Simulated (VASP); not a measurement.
# IrO2 (P4_2/mnm) in VASP: a series of runs

IrO2 is run at these levels: PBEsol; tasks: relaxation of cell and atoms, single point.

Everything below comes from runs of VASP 6.6.1. Logs are shortened: lines on timing, memory, paths and dates and some standing lists are left out, and cuts for length are marked.

**1. The cell of the first run**

Symmetry: P4_2/mnm, No. 136, tetragonal system. Conventional cell: a = 4.499 Å, b = 4.499 Å, c = 3.146 Å, α = 90.00°, β = 90.00°, γ = 90.00°. Ir (site symmetry mmm) has 6 O at 1.98 Å within 2.6 Å. O (site symmetry m2m) has 3 Ir at 1.98 Å and 1 O at 2.41 Å within 2.6 Å.

**2. Relaxation of cell and atoms, PBEsol**

File INCAR:

```
SYSTEM = IrO2
ALGO = Normal
EDIFF = 1E-7
EDIFFG = -0.005
ENCUT = 600
GGA = PS
IBRION = 2
ISIF = 3
ISMEAR = 0
LASPH = .True.
LCHARG = .False.
LREAL = .False.
LWAVE = .False.
NELM = 100
NSW = 100
PREC = Accurate
SIGMA = 0.1
```

File KPOINTS:

```
k-points
0
Gamma
  8 8 12
  0 0 0
```

File POSCAR:

```
IrO2
1.0
    4.4990000000      0.0000000000      0.0000000000
    0.0000000000      4.4990000000      0.0000000000
    0.0000000000      0.0000000000      3.1460000000
Ir O
2 4
Direct
    0.0000000000      0.0000000000      0.0000000000
    0.5000000000      0.5000000000      0.5000000000
    0.3110000000      0.3110000000      0.0000000000
    0.1890000000      0.8110000000      0.5000000000
    0.6890000000      0.6890000000      0.0000000000
    0.8110000000      0.1890000000      0.5000000000
```

Potentials or basis: VASP PAW PBE potentials, release 64 (Ir, O).

Started as:

```bash
$ cat potpaw_PBE.64/Ir/POTCAR potpaw_PBE.64/O/POTCAR > POTCAR
$ mpirun -np 1 vasp_std > vasp.out
```

OUTCAR:

```text
SYSTEM = IrO2
   EDIFF = 1E-7
   EDIFFG = -0.005
   ENCUT = 600
   GGA = PS
   IBRION = 2
   ISIF = 3
   ISMEAR = 0
   LASPH = .True.
   LREAL = .False.
   NELM = 100
   NSW = 100
   PREC = Accurate

 ion  position               nearest neighbor table
   1  0.000  0.000  0.000-   3 1.98   5 1.98   4 1.98   6 1.98   4 1.98   6 1.98
   2  0.500  0.500  0.500-   4 1.98   6 1.98   5 1.98   3 1.98   3 1.98   5 1.98
   3  0.311  0.311  0.000-   1 1.98   2 1.98   2 1.98
   4  0.189  0.811  0.500-   2 1.98   1 1.98   1 1.98
   5  0.689  0.689  0.000-   1 1.98   2 1.98   2 1.98
   6  0.811  0.189  0.500-   2 1.98   1 1.98   1 1.98

  LATTYP: Found a simple tetragonal cell.
 ALAT       =     4.4990000000
 C/A-ratio  =     0.6992665037

  Lattice vectors:

 A1 = (   4.4990000000,   0.0000000000,   0.0000000000)
 A2 = (   0.0000000000,   4.4990000000,   0.0000000000)
 A3 = (   0.0000000000,   0.0000000000,   3.1460000000)

Analysis of symmetry for initial positions (statically):
=====================================================================
 Subroutine PRICEL returns:
 Original cell was already a primitive cell.

 Routine SETGRP: Setting up the symmetry group for a
 simple tetragonal supercell.

 Subroutine GETGRP returns: Found 16 space group operations
 (whereof  8 operations were pure point group operations)
 out of a pool of 16 trial point group operations.

The static configuration has the point symmetry D_2h.
 The point group associated with its full space group is D_4h.

Analysis of symmetry for dynamics (positions and initial velocities):
=====================================================================
 Subroutine PRICEL returns:
 Original cell was already a primitive cell.

 Routine SETGRP: Setting up the symmetry group for a
 simple tetragonal supercell.

 Subroutine GETGRP returns: Found 16 space group operations
 (whereof  8 operations were pure point group operations)
 out of a pool of 16 trial point group operations.

The dynamic configuration has the point symmetry D_2h.
 The point group associated with its full space group is D_4h.

 Subroutine INISYM returns: Found 16 space group operations
 (whereof  8 operations are pure point group operations),
 and found     1 'primitive' translations

----------------------------------------------------------------------------------------

                                     Primitive cell

  volume of cell :      63.6782
[... 105 lines left out ...]
   POTIM  = 0.5000    time-step for ionic-motion
   TEBEG  =    0.0;   TEEND  =   0.0 temperature during run
   PSTRESS=    0.0 pullay stress
   NELECT =      42.0000    total number of electrons
   NUPDOWN=      -1.0000    fix difference up-down
   EMIN   =  10.00;   EMAX   =-10.00  energy-range for DOS
   EFERMI =   0.00;   METHOD = LEGACY
   ISMEAR =     0;   SIGMA  =   0.10  broadening in eV -4-tet -1-fermi 0-gaus
   EFERMI_NEDOS =   21; number of points for ismear=-14 and -15
   IALGO  =     38    algorithm
   IMIX   =      4    mixing-type and parameters
     AMIX     =   0.40;   BMIX     =  1.00
     AMIX_MAG =   1.60;   BMIX_MAG =  1.00
  volume/ion in A,a.u.               =      10.61        71.62
  Fermi-wavevector in a.u.,A,eV,Ry     =   1.425042  2.692939 27.629963  2.030745
  Thomas-Fermi vector in A             =   2.545469
   LORBIT       =      0    0 simple, 1 ext, 2 COOP (PROOUT), +10 PAW based schemes
   GGA     = PS    functional components
   LHFCALC =     F    Hartree Fock is set to
   AEXX    =    0.0000 exact exchange contribution
   IVDW    =     0    specifies the selected vdW correction
   LEPSILON=     F    determine dielectric tensor
   LRPA    =     F    only Hartree local field effects (RPA)
 conjugate gradient relaxation of ions
 non-spin polarized calculation
 Gauss-broadening in eV      SIGMA  =   0.10
  energy-cutoff  :      600.00
  volume of cell :       63.68
 maximum number of plane-waves:      2152
 NGX is ok and might be reduce to    36
   NGX = 17   NGY = 17   NGZ = 13

--------------------------------------- Ionic step        1  -------------------------------------------

 number of electron      41.9999996 magnetization

 Free energy of the ion-electron system (eV)
  ---------------------------------------------------
  ext. energy  EPLUGINS =         0.00000000
  ---------------------------------------------------
  free energy    TOTEN  =       -45.54805682 eV

  energy without entropy =      -45.53552214  energy(sigma->0) =      -45.54178948

------------------------ aborting loop because EDIFF is reached ----------------------------------------

  FORCE on cell =-STRESS in cart. coord.  units (eV):
  Direction    XX          YY          ZZ          XY          YZ          ZX
  --------------------------------------------------------------------------------------
  -------------------------------------------------------------------------------------
  Total       -0.6929635     -0.6929635      2.2989165     -0.0000000      0.0000000      0.0000000
  in kB      -17.4353324    -17.4353324     57.8419705     -0.0000000      0.0000000      0.0000000
  external PRESSURE =       7.6571019 kB  Pullay stress =       0.0000000 kB
[... 267 lines left out ...]
--------------------------------------- Ionic step        8  -------------------------------------------

 number of electron      41.9999992 magnetization

 Free energy of the ion-electron system (eV)
  ---------------------------------------------------
  ext. energy  EPLUGINS =         0.00000000
  ---------------------------------------------------
  free energy    TOTEN  =       -45.57305722 eV

  energy without entropy =      -45.56073217  energy(sigma->0) =      -45.56689470

 E-fermi :   6.1672     XC(G=0): -12.3072

 val. band max:        6.1621985356   @ k =   0.3750   0.3750   0.1667
 cond. band min:       6.1769815606   @ k =   0.2500   0.0000   0.3333
 fundamental gap:      0.0147830250
 Fermi energy:         6.1672185506

 k-point     1 :       0.0000    0.0000    0.0000
  band No.  band energies     occupation
      1     -15.1059      2.00000
      2     -13.8639      2.00000
      3     -12.7337      2.00000
      4     -12.7337      2.00000
      5      -3.8334      2.00000
      6      -3.5890      2.00000
[... 661 lines left out ...]
     24       9.4078      0.00000
     25       9.8181      0.00000

 [... further k-points ...]

------------------------ aborting loop because EDIFF is reached ----------------------------------------

  FORCE on cell =-STRESS in cart. coord.  units (eV):
  Direction    XX          YY          ZZ          XY          YZ          ZX
  --------------------------------------------------------------------------------------
  -------------------------------------------------------------------------------------
  Total       -0.0173176     -0.0173176     -0.0253939     -0.0000000      0.0000000      0.0000000
  in kB       -0.4360961     -0.4360961     -0.6394778     -0.0000000      0.0000000      0.0000000
  external PRESSURE =      -0.5038900 kB  Pullay stress =       0.0000000 kB
[... 21 lines left out ...]
  FREE ENERGIE OF THE ION-ELECTRON SYSTEM (eV)
  ---------------------------------------------------
  free  energy   TOTEN  =       -45.5730572218 eV

  energy  without entropy=      -45.5607321708  energy(sigma->0) =      -45.56689470

 reached required accuracy - stopping structural energy minimisation
```

Wall time 11 min (1 thread of Intel Xeon Platinum 8259CL at 2.50GHz (Skylake/Cascade Lake), shared host); peak memory 0.32 GiB.

Results:

```
Free energy                            : -45.5731 eV
Relaxed volume                         : 10.60 Å³/atom
Relaxed cell                           : a = 4.484 Å, b = 4.484 Å, c = 3.164 Å, α = 90.00°, β = 90.00°, γ = 90.00°
Space group after relaxing (to 0.05 Å) : P4_2/mnm (No. 136)
Energy gained by relaxing              : 4.2 meV/atom
Ionic steps                            : 8
Pressure after relaxing                : -0.1 GPa
Largest force after relaxing           : 0.004 eV/Å
Band gap on the k mesh                 : zero (band 21 reaches 6.71 eV, above the bottom of band 22 at 5.34 eV)
```

Forces in eV/Å, atoms in the order of the input:
```
Ir   0.000  0.000  0.000
Ir   0.000  0.000  0.000
O    0.003  0.003  0.000
O   -0.003  0.003  0.000
O   -0.003 -0.003  0.000
O    0.003 -0.003  0.000
```

Step by step:
| step | energy change (eV) | largest force (eV/Å) | pressure (GPa) | volume (Å³) |
| --- | --- | --- | --- | --- |
| 1 | 0.0000 | 0.5892 | 0.77 | 63.68 |
| 2 | 0.0247 | 0.7345 | -3.28 | 64.13 |
| 3 | -0.0238 | 0.0466 | -1.24 | 63.87 |
| 4 | -0.0226 | 0.0578 | 1.83 | 63.22 |
| 5 | -0.0250 | 0.0047 | 0.01 | 63.60 |
| 6 | -0.0250 | 0.0092 | 0.03 | 63.60 |
| 7 | -0.0250 | 0.0101 | 0.03 | 63.60 |
| 8 | -0.0250 | 0.0038 | -0.05 | 63.62 |

Final structure:
```
Ir O
1.0
     4.48413    0.00000    0.00000
     0.00000    4.48413    0.00000
     0.00000    0.00000    3.16415
Ir O
2 4
Cartesian
  0.0000 0.0000 0.0000
  2.2421 2.2421 1.5821
  1.3849 1.3849 0.0000
  0.8571 3.6270 1.5821
  3.0992 3.0992 3.1642
  3.6270 0.8571 1.5821
```

Levels at points of the mesh, in eV from the Fermi level:
```tsv
k point	band 18	band 19	band 20	band 21	band 22	band 23	band 24	band 25
(0.00, 0.00, 0.00)	-2.49	-2.39	-2.32	-2.23	0.74	1.26	4.13	4.18
(0.50, 0.00, 0.00)	-1.66	-1.33	-1.33	-0.31	-0.31	3.57	3.57	3.63
(0.50, 0.50, 0.00)	-2.53	-2.45	-2.45	0.20	0.20	2.50	2.50	4.16
(0.00, 0.00, 0.50)	-1.96	-0.69	-0.69	0.27	0.27	2.24	2.24	2.75
(0.50, 0.00, 0.50)	-2.82	-1.82	-1.82	0.55	0.55	1.11	1.11	4.56
(0.50, 0.50, 0.50)	-1.86	-1.25	-1.25	-0.50	-0.50	2.19	2.19	3.22
```

Caveat: the PAW data sets were made with another functional, which shifts forces and pressure a little; spin-orbit coupling is left out, which moves the levels of the heavy elements.

**3. Single point, PBEsol**

This run uses another cell than the first one, of 10.51 Å³/atom, 0.990 times its volume.

File INCAR:

```
SYSTEM = IrO2
  ALGO = Normal
  EDIFF = 1E-6
  ENCUT = 600
  GGA = PS
  GGA_COMPAT = .False.
  ISIF = 2
  ISMEAR = 0
  LASPH = .True.
  LCHARG = .False.
  LREAL = .False.
  LWAVE = .False.
  NBANDS = 30
  NELM = 120
  PREC = Accurate
  SIGMA = 0.1
```

KPOINTS is that of step 2.

File POSCAR:

```
IrO2
1.0
    4.4714886779      0.0000000000      0.0000000000
    0.0000000000      4.4714886779      0.0000000000
    0.0000000000      0.0000000000      3.1535738342
Ir O
2 4
Direct
    0.0000000000      0.0000000000      0.0000000000
    0.5000000000      0.5000000000      0.5000000000
    0.3087819594      0.3087819594      0.0000000000
    0.1912180406      0.8087819594      0.5000000000
    0.6912180406      0.6912180406      0.0000000000
    0.8087819594      0.1912180406      0.5000000000
```

Potentials or basis: VASP PAW PBE potentials, release 64 (Ir, O).

Started as:

```bash
$ cat potpaw_PBE.64/Ir/POTCAR potpaw_PBE.64/O/POTCAR > POTCAR
$ mpirun -np 1 vasp_std > vasp.out
```

Wall time 2.8 min (1 thread of Intel Xeon Platinum 8375C at 2.90GHz (Ice Lake), shared host); peak memory 0.33 GiB.

The run converged. Its results:

```yaml
Free_energy: -45.5665 eV
Pressure: 2.8 GPa
Largest_force: 0.005 eV/Å
Band_gap_on_the_k_mesh: zero (band 21 reaches 6.86 eV, above the bottom of band 22 at 5.46 eV)
```

Forces in eV/Å, atoms in the order of the input:
```
Ir   0.000  0.000  0.000
Ir   0.000  0.000  0.000
O   -0.003 -0.003  0.000
O    0.003 -0.003  0.000
O    0.003  0.003  0.000
O   -0.003  0.003  0.000
```

Stress tensor (GPa, compression positive):
```
2.44 0.00 0.00
0.00 2.44 0.00
0.00 0.00 3.51
```

Levels at points of the mesh, in eV from the Fermi level:
| k point | band 19 | band 20 | band 21 | band 22 | band 23 | band 24 |
| --- | --- | --- | --- | --- | --- | --- |
| (0.00, 0.00, 0.00) | -2.42 | -2.36 | -2.26 | 0.78 | 1.29 | 4.19 |
| (0.50, 0.00, 0.00) | -1.34 | -1.34 | -0.31 | -0.31 | 3.61 | 3.61 |
| (0.50, 0.50, 0.00) | -2.47 | -2.47 | 0.21 | 0.21 | 2.56 | 2.56 |
| (0.00, 0.00, 0.50) | -0.70 | -0.70 | 0.28 | 0.28 | 2.29 | 2.29 |
| (0.50, 0.00, 0.50) | -1.84 | -1.84 | 0.56 | 0.56 | 1.15 | 1.15 |
| (0.50, 0.50, 0.50) | -1.27 | -1.27 | -0.51 | -0.51 | 2.24 | 2.24 |

Caveat: the PAW data sets were made with another functional, which shifts forces and pressure a little; spin-orbit coupling is left out, which moves the levels of the heavy elements.

**4. Single point, PBEsol**

This run uses another cell than the first one, of 10.51 Å³/atom, 0.990 times its volume.

File INCAR:

```
SYSTEM = IrO2
ALGO = Normal
EDIFF = 1E-6
ENCUT = 520
GGA = PS
ISIF = 2
ISMEAR = 0
LASPH = .TRUE.
LCHARG = .FALSE.
LREAL = .FALSE.
LWAVE = .FALSE.
NBANDS = 30
NELM = 80
PREC = Accurate
SIGMA = 0.1
```

File KPOINTS:

```
k-points
0
G
  8 8 12
  0 0 0
```

File POSCAR:

```
IrO2
1.0
    4.4714886336      0.0000000000      0.0000000000
    0.0000000000      4.4714886336      0.0000000000
    0.0000000000      0.0000000000      3.1535737106
Ir O
2 4
Direct
    0.0000000000      0.0000000000      0.0000000000
    0.5000000000      0.5000000000      0.5000000000
    0.3087819577      0.3087819577      0.0000000000
    0.1912180423      0.8087819577      0.5000000000
    0.6912180423      0.6912180423      0.0000000000
    0.8087819577      0.1912180423      0.5000000000
```

Started as:

```bash
$ cat potpaw_PBE.64/Ir/POTCAR potpaw_PBE.64/O/POTCAR > POTCAR
$ mpirun -np 1 vasp_std > vasp.out
```

Run time: 3.7 min. Hardware: 1 thread of Intel Xeon 8259CL, shared host; peak memory 0.3 GiB.

The run converged. Its results:

- Free energy: -45.5578 eV
- Pressure: 3.0 GPa
- Largest force: 0.005 eV/Å
- Band gap on the k mesh: zero (band 21 reaches 6.86 eV, above the bottom of band 22 at 5.46 eV)

Forces on the atoms (eV/Å):
```
Ir   0.000  0.000  0.000
Ir   0.000  0.000  0.000
O   -0.004 -0.004  0.000
O    0.004 -0.004  0.000
O    0.004  0.004  0.000
O   -0.004  0.004  0.000
```

Stress tensor (GPa, compression positive):
```
2.60 0.00 0.00
0.00 2.60 0.00
0.00 0.00 3.71
```

Levels at points of the mesh, in eV from the Fermi level:
| k point | band 19 | band 20 | band 21 | band 22 | band 23 | band 24 |
| --- | --- | --- | --- | --- | --- | --- |
| (0.00, 0.00, 0.00) | -2.42 | -2.36 | -2.26 | 0.78 | 1.29 | 4.19 |
| (0.50, 0.00, 0.00) | -1.34 | -1.34 | -0.31 | -0.31 | 3.61 | 3.61 |
| (0.50, 0.50, 0.00) | -2.47 | -2.47 | 0.21 | 0.21 | 2.56 | 2.56 |
| (0.00, 0.00, 0.50) | -0.70 | -0.70 | 0.28 | 0.28 | 2.29 | 2.29 |
| (0.50, 0.00, 0.50) | -1.84 | -1.84 | 0.56 | 0.56 | 1.15 | 1.15 |
| (0.50, 0.50, 0.50) | -1.27 | -1.27 | -0.51 | -0.51 | 2.24 | 2.24 |

Caveat: the PAW data sets were made with another functional, which shifts forces and pressure a little; spin-orbit coupling is left out, which moves the levels of the heavy elements.

**5. The runs side by side**

```tsv
task	cell	cutoff (eV)	gap on the mesh (eV)	pressure (GPa)
relaxation of cell and atoms	relaxed from a = 4.499, b = 4.499, c = 3.146 Å, 6 atoms	600	none	-0.1
single point	a = 4.471, b = 4.471, c = 3.154 Å, 6 atoms	600	none	2.8
single point	a = 4.471, b = 4.471, c = 3.154 Å, 6 atoms	520	none	3.0
```

Alike in all rows: level PBEsol; potentials or basis VASP PAW PBE potentials, release 64 (Ir, O); no spin polarisation; k mesh 8 × 8 × 12; smearing gaussian 0.1 eV.

Caveats: the PAW data sets were made with another functional, which shifts forces and pressure a little; spin-orbit coupling is left out, which moves the levels of the heavy elements.

Absolute energies hang on the potentials; compare differences alone.
